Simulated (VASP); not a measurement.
# B32N31 (a cell with a defect) in VASP: further runs

The runs below take B32N31 (a cell with a defect) through single point, relaxation of the atoms, with PBEsol.

Everything below comes from runs of VASP 6.6.1. Logs are shortened: lines on timing, memory, paths and dates and some standing lists are left out, and cuts for length are marked.

## 1. The cell of the first run

The cell holds a defect, 63 atoms: a = 7.212 Å, b = 7.212 Å, c = 7.212 Å, α = 90.00°, β = 90.00°, γ = 90.00°.

## 2. Single point, PBEsol

INCAR

```
SYSTEM = B32N31
  PREC = Accurate
  ENCUT = 520
  EDIFF = 1E-6
  ISMEAR = -1
  SIGMA = 0.05
  LREAL = Auto
  LASPH = .TRUE.
  NELM = 120
  ALGO = Normal
  ISIF = 2
  LWAVE = .FALSE.
  LCHARG = .TRUE.
  GGA = PS
  LELF = .TRUE.
  LVHAR = .TRUE.
  NBANDS = 162
  NELECT = 248.0
  ISYM = -1
  GGA_COMPAT = .FALSE.
```

KPOINTS

```
explicit points
1
Reciprocal
  0.25000000   0.25000000   0.25000000 1
```

POSCAR

```
B32N31
1.0
    7.2115910000      0.0000000000      0.0000000000
    0.0000000000      7.2115910000      0.0000000000
    0.0000000000      0.0000000000      7.2115910000
B N
32 31
Direct
    0.9995510000      0.0002180000      0.9992600000
    0.0024740000      0.0031360000      0.4961320000
    0.0024740000      0.4970920000      0.0021770000
    0.0007440000      0.5013980000      0.5004350000
    0.4964260000      0.0031420000      0.0021800000
    0.5007270000      0.0014170000      0.5004340000
    0.5007270000      0.5013880000      0.0004640000
    0.4718830000      0.4725420000      0.4715770000
    0.2492550000      0.2499210000      0.9991850000
    0.2462240000      0.2468840000      0.4959450000
    0.2464510000      0.7530430000      0.0022650000
    0.2483200000      0.7489470000      0.5004400000
    0.7523770000      0.2471180000      0.0022620000
    0.7482780000      0.2489940000      0.5004410000
    0.7483790000      0.7490410000      0.0005480000
    0.7773460000      0.7780020000      0.4715610000
    0.2492540000      0.0001430000      0.2489640000
    0.2464560000      0.0032240000      0.7520830000
    0.2462240000      0.4969020000      0.2459260000
    0.2483160000      0.5013960000      0.7479860000
    0.7523790000      0.0032210000      0.2461580000
    0.7483810000      0.0015040000      0.7480790000
    0.7482760000      0.5014030000      0.2480370000
    0.7773490000      0.4725250000      0.7770410000
    0.9994760000      0.2499220000      0.2489640000
    0.0025570000      0.2471210000      0.7520800000
    0.0025540000      0.7530400000      0.2461650000
    0.0008400000      0.7490400000      0.7480790000
    0.4962420000      0.2468890000      0.2459310000
    0.5007380000      0.2489820000      0.7479860000
    0.5007360000      0.7489430000      0.2480250000
    0.4718640000      0.7780050000      0.7770460000
    0.1247600000      0.1254290000      0.1244720000
    0.1247550000      0.1254150000      0.6244680000
    0.1247550000      0.6254260000      0.1244550000
    0.1247970000      0.6254900000      0.6245320000
    0.6247610000      0.1254140000      0.1244540000
    0.6248270000      0.1254690000      0.6245330000
    0.6248240000      0.6254880000      0.1245140000
    0.3748820000      0.3755420000      0.1234780000
    0.3768350000      0.3774910000      0.6244170000
    0.3749950000      0.8752160000      0.1254650000
    0.3765890000      0.8736540000      0.6245040000
    0.8745520000      0.3756580000      0.1254730000
    0.8729820000      0.3772610000      0.6245020000
    0.8746570000      0.8753190000      0.1235630000
    0.8728080000      0.8734620000      0.6246480000
    0.3748810000      0.1244350000      0.3745830000
    0.3749970000      0.1264250000      0.8742560000
    0.3768390000      0.6253770000      0.3765330000
    0.3765840000      0.6254550000      0.8726940000
    0.8745540000      0.1264310000      0.3746990000
    0.8746570000      0.1245190000      0.8743610000
    0.8729790000      0.6254680000      0.3763050000
    0.8728100000      0.6256120000      0.8725090000
    0.1237680000      0.3755450000      0.3745850000
    0.1257590000      0.3756590000      0.8742560000
    0.1257610000      0.8752170000      0.3746980000
    0.1238550000      0.8753210000      0.8743590000
    0.6247070000      0.3775010000      0.3765400000
    0.6247930000      0.3772520000      0.8726890000
    0.6247960000      0.8736430000      0.3762960000
    0.6249520000      0.8734740000      0.8725110000
```

Potentials or basis: VASP PAW PBE potentials, release 64 (B, N).

Command:

```
$ cat potpaw_PBE.64/B/POTCAR potpaw_PBE.64/N/POTCAR > POTCAR
$ mpirun -np 1 vasp_std > vasp.out
```

OUTCAR:

```text
SYSTEM = B32N31
   PREC = Accurate
   ENCUT = 520
   EDIFF = 1E-6
   ISMEAR = -1
   LREAL = Auto
   LASPH = .TRUE.
   NELM = 120
   ISIF = 2
   GGA = PS
   NELECT = 248.0
   ISYM = -1

 ion  position               nearest neighbor table
   1  1.000  0.000  0.999-  53 1.56  46 1.56  59 1.56  33 1.56
   2  0.002  0.003  0.496-  58 1.55  52 1.55  34 1.55  47 1.61
   3  0.002  0.497  0.002-  57 1.55  44 1.55  35 1.55  55 1.61
   4  0.001  0.501  0.500-  36 1.55  56 1.56  54 1.57  45 1.57
   5  0.496  0.003  0.002-  49 1.55  42 1.55  37 1.55  63 1.61
   6  0.501  0.001  0.500-  38 1.55  48 1.56  43 1.57  62 1.57
   7  0.501  0.501  0.000-  39 1.55  40 1.56  61 1.57  51 1.57
   8  0.472  0.473  0.472-  60 1.47  50 1.47  41 1.47
   9  0.249  0.250  0.999-  57 1.56  49 1.56  33 1.56  40 1.56
  10  0.246  0.247  0.496-  34 1.55  48 1.55  56 1.55  41 1.62
  11  0.246  0.753  0.002-  35 1.55  59 1.55  42 1.56  51 1.61
  12  0.248  0.749  0.500-  36 1.55  58 1.56  50 1.57  43 1.57
  13  0.752  0.247  0.002-  37 1.55  53 1.55  44 1.56  61 1.61
  14  0.748  0.249  0.500-  38 1.54  52 1.56  60 1.57  45 1.57
  15  0.748  0.749  0.001-  39 1.55  46 1.56  63 1.57  55 1.57
  16  0.777  0.778  0.472-  54 1.47  62 1.47  47 1.47
  17  0.249  0.000  0.249-  58 1.56  42 1.56  33 1.56  48 1.56
[... 44 lines left out ...]
  62  0.625  0.874  0.376-  16 1.47   6 1.57  31 1.57  21 1.61
  63  0.625  0.873  0.873-  32 1.47  22 1.57  15 1.57   5 1.61

IMPORTANT INFORMATION: All symmetrisations will be switched off!
NOSYMM: (Re-)initialisation of all symmetry stuff for point group C_1.

----------------------------------------------------------------------------------------

                                     Primitive cell

  volume of cell :     375.0535

  direct lattice vectors                    reciprocal lattice vectors
     7.211591000  0.000000000  0.000000000     0.138665656  0.000000000  0.000000000
     0.000000000  7.211591000  0.000000000     0.000000000  0.138665656  0.000000000
     0.000000000  0.000000000  7.211591000     0.000000000  0.000000000  0.138665656

  length of vectors
     7.211591000  7.211591000  7.211591000     0.138665656  0.138665656  0.138665656

  position of ions in fractional coordinates (direct lattice)
     0.999551000  0.000218000  0.999260000
     0.002474000  0.003136000  0.496132000
     0.002474000  0.497092000  0.002177000
     0.000744000  0.501398000  0.500435000
     0.496426000  0.003142000  0.002180000
     0.500727000  0.001417000  0.500434000
[... 55 lines left out ...]
     0.624796000  0.873643000  0.376296000
[... 101 lines left out ...]
   IBRION =     -1    ionic relax: 0-MD 1-quasi-New 2-CG
   NFREE  =      0    steps in history (QN), initial steepest desc. (CG)
   ISIF   =      2    stress and relaxation
   ISYM   =     -1    0-nonsym 1-usesym 2-fastsym
   POTIM  = 0.5000    time-step for ionic-motion
   TEBEG  =    0.0;   TEEND  =   0.0 temperature during run
   PSTRESS=    0.0 pullay stress
   NELECT =     248.0000    total number of electrons
   NUPDOWN=      -1.0000    fix difference up-down
   EMIN   =  10.00;   EMAX   =-10.00  energy-range for DOS
   EFERMI =   0.00;   METHOD = LEGACY
   ISMEAR =    -1;   SIGMA  =   0.05  broadening in eV -4-tet -1-fermi 0-gaus
   EFERMI_NEDOS =   21; number of points for ismear=-14 and -15
   IALGO  =     38    algorithm
   IMIX   =      4    mixing-type and parameters
     AMIX     =   0.40;   BMIX     =  1.00
     AMIX_MAG =   1.60;   BMIX_MAG =  1.00
  volume/ion in A,a.u.               =       5.95        40.17
  Fermi-wavevector in a.u.,A,eV,Ry     =   1.426246  2.695213 27.676650  2.034176
  Thomas-Fermi vector in A             =   2.546543
   LORBIT       =      0    0 simple, 1 ext, 2 COOP (PROOUT), +10 PAW based schemes
   GGA     = PS    functional components
   LHFCALC =     F    Hartree Fock is set to
   AEXX    =    0.0000 exact exchange contribution
   IVDW    =     0    specifies the selected vdW correction
   LEPSILON=     F    determine dielectric tensor
   LRPA    =     F    only Hartree local field effects (RPA)
 non-spin polarized calculation
  energy-cutoff  :      520.00
  volume of cell :      375.05
 maximum number of plane-waves:     10107
 NGX is ok and might be reduce to    54
   NGX = 27   NGY = 27   NGZ = 27

 number of electron     248.0000072 magnetization

 Free energy of the ion-electron system (eV)
  ---------------------------------------------------
  ext. energy  EPLUGINS =         0.00000000
  ---------------------------------------------------
  free energy    TOTEN  =      -598.02496278 eV

  energy without entropy =     -598.02496278  energy(sigma->0) =     -598.02496278

 E-fermi :   7.7871     XC(G=0): -12.8500

 val. band max:        6.6302579399   @ k =   0.2500   0.2500   0.2500
 cond. band min:       8.8990826897   @ k =   0.2500   0.2500   0.2500
 fundamental gap:      2.2688247498
 Fermi energy:         7.7871006919

 k-point     1 :       0.2500    0.2500    0.2500
  band No.  band energies     occupation
      1     -12.6349      2.00000
      2     -11.7333      2.00000
      3     -11.7333      2.00000
      4     -11.5322      2.00000
      5     -10.7965      2.00000
      6     -10.7965      2.00000
[... 128 lines left out ...]
    135      15.4501      0.00000
    136      15.4795      0.00000
 [bands above 136 left out]

------------------------ aborting loop because EDIFF is reached ----------------------------------------

  FORCE on cell =-STRESS in cart. coord.  units (eV):
  Direction    XX          YY          ZZ          XY          YZ          ZX
  --------------------------------------------------------------------------------------
  -------------------------------------------------------------------------------------
  Total      -26.4326828    -26.4267962    -26.4314307     -2.6643559     -2.6634496     -2.6662075
  in kB     -112.9168000   -112.8916534   -112.9114515    -11.3817633    -11.3778919    -11.3896734
  external PRESSURE =    -112.9066350 kB  Pullay stress =       0.0000000 kB

 VOLUME and BASIS-vectors are now :
 -----------------------------------------------------------------------------
  energy-cutoff  :      520.00
  volume of cell :      375.05
      direct lattice vectors                 reciprocal lattice vectors
     7.211591000  0.000000000  0.000000000     0.138665656  0.000000000  0.000000000
     0.000000000  7.211591000  0.000000000     0.000000000  0.138665656  0.000000000
     0.000000000  0.000000000  7.211591000     0.000000000  0.000000000  0.138665656

 POSITION                                       TOTAL-FORCE (eV/Angst)
 -----------------------------------------------------------------------------------
      7.20835      0.00157      7.20625         0.000888     -0.001495     -0.000099
      0.01784      0.02262      3.57790        -0.002129     -0.001071      0.004311
      0.01784      3.58482      0.01570        -0.002705      0.005343     -0.001543
      0.00537      3.61588      3.60893        -0.003619     -0.003081     -0.003281
      3.58002      0.02266      0.01572         0.004732     -0.002564     -0.003123
      3.61104      0.01022      3.60893        -0.001879     -0.005641     -0.003186
[... 55 lines left out ...]
      4.50577      6.30036      2.71369        -0.013198      0.006176     -0.004630
      4.50690      6.29914      6.29219         0.009364      0.003063      0.004122
 -----------------------------------------------------------------------------------
    total drift:                               -0.000272     -0.004865      0.006062

  FREE ENERGIE OF THE ION-ELECTRON SYSTEM (eV)
  ---------------------------------------------------
  free  energy   TOTEN  =      -598.0249627786 eV

  energy  without entropy=     -598.0249627777  energy(sigma->0) =     -598.02496278
```

Run time: 3 min. Hardware: 1 thread of Intel Xeon Platinum 8375C at 2.90GHz (Ice Lake), shared host; peak memory 0.4 GiB.

Results:

* Free energy: -598.0250 eV
* Largest force: 0.019 eV/Å

Forces on the atoms (eV/Å):
```
B    0.001 -0.001  0.000
B   -0.002 -0.001  0.004
B   -0.003  0.005 -0.002
B   -0.004 -0.003 -0.003
B    0.005 -0.003 -0.003
B   -0.002 -0.006 -0.003
B   -0.002 -0.002 -0.008
B    0.006  0.007  0.012
B    0.002  0.001 -0.002
B    0.003  0.004  0.007
B    0.004 -0.004 -0.002
B    0.006  0.003 -0.002
B   -0.004  0.004 -0.002
B    0.004  0.005 -0.002
B    0.003  0.003 -0.007
B   -0.008 -0.005  0.013
B    0.002  0.000  0.000
B    0.003 -0.002 -0.003
B    0.004  0.007  0.004
B    0.007 -0.002  0.003
B   -0.005 -0.002  0.004
B    0.003 -0.006  0.003
B    0.005 -0.003  0.004
B   -0.010  0.011 -0.003
B   -0.001  0.002  0.000
B   -0.002  0.003 -0.003
B   -0.001 -0.004  0.002
B   -0.006  0.003  0.003
B    0.006  0.002  0.003
B   -0.003  0.007  0.004
B   -0.003  0.004  0.006
B    0.010 -0.008 -0.004
N    0.000 -0.001 -0.001
N   -0.001  0.000 -0.001
N   -0.002 -0.001  0.001
N    0.001 -0.001 -0.002
N    0.000  0.000  0.001
N    0.000 -0.002 -0.002
N    0.000 -0.001 -0.002
N    0.000  0.001 -0.002
N   -0.007 -0.004  0.011
N    0.000 -0.002  0.000
N   -0.005  0.004 -0.014
N   -0.002  0.001 -0.001
N    0.005 -0.006 -0.015
N   -0.001 -0.001 -0.001
N    0.004  0.007  0.011
N    0.001 -0.002  0.002
N   -0.001  0.001 -0.001
N   -0.008  0.012 -0.005
N   -0.004 -0.012  0.004
N   -0.003  0.000  0.001
N   -0.001  0.000 -0.001
N    0.006 -0.017 -0.008
N    0.004  0.010  0.005
N   -0.002  0.002  0.001
N    0.001  0.000 -0.001
N    0.000 -0.003  0.001
N   -0.002  0.000  0.000
N    0.014 -0.007 -0.007
N   -0.011 -0.004  0.005
N   -0.013  0.006 -0.005
N    0.009  0.003  0.004
```

Levels at points of the mesh, in eV from the Fermi level:
```
           k point  band 120  band 121  band 122  band 123  band 124  band 125  band 126  band 127  band 128  band 129
(0.25, 0.25, 0.25)     -1.86     -1.86     -1.78     -1.16     -1.16      1.11      3.60      4.08      4.08      5.17
```

Caveat: the cell carries a net charge on a neutralising background, which shifts energy and pressure; the cell is charged against a uniform background, so pressure and absolute levels hang on convention; the PAW data sets were made with another functional, which shifts forces and pressure a little.

## 3. Single point, PBEsol

INCAR

```
PREC = Accurate
ENCUT = 520
EDIFF = 1E-6
ISMEAR = -1
SIGMA = 0.05
LREAL = Auto
LASPH = True
NELM = 120
ALGO = Normal
ISIF = 2
LWAVE = False
LCHARG = False
GGA = PS
NELECT = 250.0
ISYM = -1
NBANDS = 162
GGA_COMPAT = False
```

KPOINTS is that of step 2.

POSCAR

```
B32N31
1.0
    7.2115910000      0.0000000000      0.0000000000
    0.0000000000      7.2115910000      0.0000000000
    0.0000000000      0.0000000000      7.2115910000
B N
32 31
Direct
    0.9995760000      0.0002390000      0.9992980000
    0.0000370000      0.0006910000      0.4986490000
    0.0000240000      0.4996070000      0.9997260000
    0.9997020000      0.5005320000      0.4995730000
    0.4989410000      0.0006940000      0.9997370000
    0.4998720000      0.0003880000      0.4995850000
    0.4998920000      0.5005710000      0.9994340000
    0.4929410000      0.4935760000      0.4925510000
    0.2495330000      0.2502010000      0.9993000000
    0.2490240000      0.2496850000      0.4984190000
    0.2490090000      0.7513170000      0.9997930000
    0.2493070000      0.7496200000      0.4995600000
    0.7506540000      0.2496880000      0.9998150000
    0.7489730000      0.2499840000      0.4995560000
    0.7489950000      0.7496530000      0.9993020000
    0.7563720000      0.7570220000      0.4921260000
    0.2495360000      0.0002770000      0.2492380000
    0.2490020000      0.0007450000      0.7503710000
    0.2490000000      0.4993410000      0.2487110000
    0.2493440000      0.5005470000      0.7486690000
    0.7506320000      0.0007440000      0.2487130000
    0.7490050000      0.0002700000      0.7487120000
    0.7489880000      0.5005360000      0.2490590000
    0.7564650000      0.4929820000      0.7561290000
    0.9996150000      0.2501870000      0.2492350000
    0.0001060000      0.2496640000      0.7503480000
    0.0000960000      0.7513030000      0.2486990000
    0.9995520000      0.7496550000      0.7487070000
    0.4986990000      0.2496670000      0.2487040000
    0.4998630000      0.2500190000      0.7486760000
    0.4998420000      0.7496400000      0.2490620000
    0.4922810000      0.7572280000      0.7562140000
    0.1247970000      0.1254680000      0.1245050000
    0.1248480000      0.1254970000      0.6241380000
    0.1248380000      0.6250880000      0.1245350000
    0.1247340000      0.6254000000      0.6244320000
    0.6244150000      0.1254900000      0.1245330000
    0.6247450000      0.1253860000      0.6244320000
    0.6247570000      0.6254070000      0.1244240000
    0.3750640000      0.3757130000      0.1243560000
    0.3767080000      0.3773680000      0.6244050000
    0.3750160000      0.8752210000      0.1247040000
    0.3764050000      0.8736210000      0.6240800000
    0.8745580000      0.3756890000      0.1247000000
    0.8729900000      0.3770570000      0.6240640000
    0.8744990000      0.8751620000      0.1241870000
    0.8730340000      0.8736940000      0.6244480000
    0.3750460000      0.1253350000      0.3747440000
    0.3750170000      0.1256780000      0.8742460000
    0.3766680000      0.6253760000      0.3763560000
    0.3764630000      0.6250640000      0.8726380000
    0.8745360000      0.1256320000      0.3747170000
    0.8745280000      0.1251440000      0.8742280000
    0.8729650000      0.6250050000      0.3761480000
    0.8730230000      0.6253660000      0.8727070000
    0.1246760000      0.3757000000      0.3747470000
    0.1250210000      0.3756970000      0.8742370000
    0.1249840000      0.8751980000      0.3747230000
    0.1244340000      0.8751810000      0.8742380000
    0.6247220000      0.3773000000      0.3763380000
    0.6243470000      0.3771090000      0.8726350000
    0.6243250000      0.8735860000      0.3761630000
    0.6247040000      0.8737100000      0.8727250000
```

Potentials or basis: VASP PAW PBE potentials, release 64 (B, N).

Command:

```
$ cat potpaw_PBE.64/B/POTCAR potpaw_PBE.64/N/POTCAR > POTCAR
$ mpirun -np 1 vasp_std > vasp.out
```

Wall time 2.7 min (1 thread of Intel Xeon Platinum 8375C at 2.90GHz (Ice Lake), shared host); peak memory 0.39 GiB.

The run converged. Its results:

```
Free energy   : -581.8746 eV
Largest force : 0.033 eV/Å
```

Forces in eV/Å, atoms in the order of the input:
```
B    0.000  0.002  0.002
B   -0.002 -0.002  0.002
B    0.004  0.000  0.000
B   -0.002 -0.003  0.002
B    0.000  0.005  0.002
B   -0.001 -0.011  0.000
B    0.000 -0.004 -0.013
B    0.001  0.003  0.009
B    0.000  0.002  0.001
B    0.004  0.004  0.000
B   -0.007  0.000  0.003
B    0.000  0.003 -0.001
B   -0.001 -0.007 -0.004
B    0.003 -0.004 -0.001
B    0.001  0.002 -0.013
B   -0.007 -0.006  0.016
B   -0.003  0.001 -0.001
B   -0.008  0.006 -0.002
B    0.007  0.005  0.002
B    0.000 -0.001  0.000
B   -0.001 -0.002 -0.001
B    0.002 -0.010 -0.001
B    0.002 -0.004 -0.008
B   -0.013  0.020 -0.013
B   -0.001  0.000  0.000
B    0.003 -0.004  0.000
B   -0.002 -0.001  0.000
B   -0.002  0.003 -0.001
B    0.003  0.003  0.003
B    0.000 -0.005 -0.001
B    0.002  0.001 -0.010
B    0.021 -0.019 -0.017
N   -0.001 -0.004 -0.002
N    0.000  0.000 -0.003
N    0.001 -0.003 -0.001
N    0.001  0.002  0.005
N    0.001  0.001  0.001
N    0.000  0.008  0.005
N   -0.002  0.002  0.012
N   -0.005  0.000 -0.001
N   -0.004 -0.003 -0.002
N    0.006 -0.003 -0.002
N    0.001  0.008 -0.017
N   -0.002  0.006 -0.001
N   -0.002  0.004 -0.015
N    0.001  0.001  0.000
N    0.003  0.006  0.000
N   -0.001 -0.003  0.002
N    0.006 -0.006  0.000
N   -0.002 -0.003  0.001
N   -0.006 -0.016  0.010
N    0.002  0.002  0.006
N   -0.004  0.004  0.001
N    0.000 -0.009  0.000
N    0.007  0.006  0.014
N   -0.004 -0.001  0.000
N   -0.005  0.005  0.001
N    0.002  0.001  0.005
N    0.010 -0.003 -0.002
N   -0.001  0.005  0.003
N   -0.007  0.000  0.009
N   -0.007  0.008 -0.001
N    0.010  0.010  0.014
```

Levels at points of the mesh, in eV from the Fermi level:
```tsv
k point	band 121	band 122	band 123	band 124	band 125	band 126	band 127	band 128	band 129	band 130
(0.25, 0.25, 0.25)	-2.57	-2.42	-1.78	-1.78	-1.21	2.91	3.32	3.32	4.44	4.44
```

Caveat: the cell carries a net charge on a neutralising background, which shifts energy and pressure; the cell is charged against a uniform background, so pressure and absolute levels hang on convention; the PAW data sets were made with another functional, which shifts forces and pressure a little.

(Part 1 of 3 ends here.)
